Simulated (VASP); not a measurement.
A run of VASP 6.6.1 is set up as follows.

File INCAR:

```
  PREC = Accurate
  ENCUT = 600
  EDIFF = 1E-7
  ISMEAR = 0
  SIGMA = 0.3
  LREAL = False
  LASPH = True
  NELM = 100
  ALGO = Normal
  ISIF = 3
  LWAVE = False
  LCHARG = False
  GGA = PS
  IBRION = 2
  NSW = 100
  EDIFFG = -0.002
  PSTRESS = 2410.0
```

The input KPOINTS:

```
regular mesh
0
Gamma
  18 18 6
```

POSCAR

```
ReB2
1.0
    2.5403801909      0.0000000000      0.0000000000
   -1.2701900955      2.2000337806      0.0000000000
    0.0000000000      0.0000000000      6.8371526257
Re B
2 4
Direct
    0.3333333333      0.6666666667      0.2500000000
    0.6666666667      0.3333333333      0.7500000000
    0.3333333333      0.6666666667      0.5461610371
    0.6666666667      0.3333333333      0.0461610371
    0.3333333333      0.6666666667      0.9538389629
    0.6666666667      0.3333333333      0.4538389629
```

Potentials or basis: VASP PAW PBE potentials, release 64 (Re, B).

Command:

```sh
$ cat potpaw_PBE.64/Re/POTCAR potpaw_PBE.64/B/POTCAR > POTCAR
$ mpirun -np 1 vasp_std > vasp.out
```

Task: What does it give for the space group after relaxing (to 0.1 Å)?

Result: P6_3/mmc (No. 194).

Task: What does it give for the relaxed cell?

Result: a = 2.546 Å, b = 2.546 Å, c = 6.877 Å, α = 90.00°, β = 90.00°, γ = 120.00°.

Task: Predict the relaxed volume.

Result: 6.43 Å³/atom.

Final structure:
```
CELL_PARAMETERS angstrom
2.54583 0.00000 0.00000
-1.27291 2.20475 0.00000
0.00000 0.00000 6.87731
ATOMIC_POSITIONS crystal
Re 0.33333 0.66667 0.25000
Re 0.66667 0.33333 0.75000
B 0.33333 0.66667 0.54555
B 0.66667 0.33333 0.04555
B 0.33333 0.66667 0.95445
B 0.66667 0.33333 0.45445
```

Caveat: the cell is relaxed towards a set pressure, so the run minimises the enthalpy, not the energy; so wide a smearing shifts energies and pressures; the PAW data sets were made with another functional, which shifts forces and pressure a little. Zero-point motion and thermal expansion aren't in these numbers.
